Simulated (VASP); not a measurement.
Set up this calculation in VASP 6.6.1, as the native input.

| Property | Result |
| --- | --- |
| Task | relaxation of cell and atoms |
| Functional | PBE |
| Potentials or basis | VASP PAW PBE potentials, release 64 (Hf_pv) |
| Cutoff | 600 eV |
| k mesh | 15 × 15 × 15 |
| Occupations | fermi-dirac, width 0.1 eV |
| Spin | no spin polarisation |
| Target pressure | -1.7 GPa |
| Dipole correction | no |
| Further INCAR settings | ALGO = Normal; EDIFF = 1e-06; IBRION = 2; EDIFFG = -0.005; NSW = 60; ISIF = 3 |

The structure of Hf lies in POSCAR:

```
Hf
1.0
   -1.7907510291      1.7907510291      1.7907510291
    1.7907510291     -1.7907510291      1.7907510291
    1.7907510291      1.7907510291     -1.7907510291
Hf
1
Direct
    0.0000000000      0.0000000000      0.0000000000
```

The input as run:

INCAR

```
SYSTEM = Hf
  PREC = Accurate
  ENCUT = 600
  EDIFF = 1E-6
  ISMEAR = -1
  SIGMA = 0.1
  LREAL = .FALSE.
  LASPH = .TRUE.
  NELM = 60
  ALGO = Normal
  ISIF = 3
  LWAVE = .FALSE.
  LCHARG = .FALSE.
  GGA = PE
  IBRION = 2
  NSW = 60
  EDIFFG = -0.005
  PSTRESS = -17.0
```

KPOINTS

```
Automatic mesh
0
G
  15 15 15
  0 0 0
```

Potentials or basis: VASP PAW PBE potentials, release 64 (Hf_pv).

Run with:

```bash
$ cat potpaw_PBE.64/Hf_pv/POTCAR > POTCAR
$ mpirun -np 1 vasp_std > vasp.out
```

Results of the run:

The relaxed volume is 22.66 Å³/atom, the relaxed cell is a = 3.088 Å, b = 3.088 Å, c = 3.088 Å, α = 109.47°, β = 109.47°, γ = 109.47° and the space group after relaxing (to 0.05 Å) is Im-3m (No. 229). The energy change on relaxing (the enthalpy is what falls) is -4.5 meV/atom and the ionic steps are 3. The pressure after relaxing is -1.7 GPa and the band gap on the k mesh is zero (band 5 reaches 6.01 eV, above the bottom of band 6 at 3.75 eV).

Caveat: the cell is relaxed towards a set pressure, so the enthalpy falls and the energy may rise; spin-orbit coupling is left out, which moves the levels of the heavy elements.

Run time: 46 s on 1 thread of Intel Xeon 6975P-C, with other jobs on the host, peak memory 0.19 GiB.
